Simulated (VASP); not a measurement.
Al:

```
CELL_PARAMETERS angstrom
4.31590 0.00000 0.00000
-2.15795 3.73768 0.00000
0.00000 0.00000 2.49382
ATOMIC_POSITIONS crystal
Al 0.33333 0.66667 0.50000
Al 0.66667 0.33333 0.50000
```

* Program: VASP 6.6.1
* Task: relaxation of cell and atoms
* Functional: PBE
* Potentials or basis: VASP PAW PBE potentials, release 64 (Al)
* Cutoff: 600 eV
* k mesh: 6 × 6 × 6
* Occupations: gaussian, width 0.1 eV
* Spin: no spin polarisation

At the start: pressure 13.1 GPa; volume 20.11 Å³/atom.

Question: Where does the relaxation end?

Answer: Over 3 steps the energy falls by 158.1 meV/atom and the volume is 24.55 Å³/atom (+22.1 %); space group P6/mmm (No. 191, to 0.05 Å).

Step by step:
| step | energy change (eV) | largest force (eV/Å) | pressure (GPa) | volume (Å³) |
| --- | --- | --- | --- | --- |
| 1 | 0.0000 | 0.0000 | 13.15 | 40.23 |
| 2 | -0.3102 | 0.0000 | -1.27 | 50.63 |
| 3 | -0.3163 | 0.0000 | 0.02 | 49.10 |

Final structure:
```
CELL_PARAMETERS angstrom
4.60125 0.00000 0.00000
-2.30062 3.98480 0.00000
0.00000 0.00000 2.67806
ATOMIC_POSITIONS crystal
Al 0.33333 0.66667 0.50000
Al 0.66667 0.33333 0.50000
```

Caveat: the k points lie up to 0.39 Å⁻¹ apart in the final cell; the volume moved by over 15 % at a fixed basis, so the end points are rough.
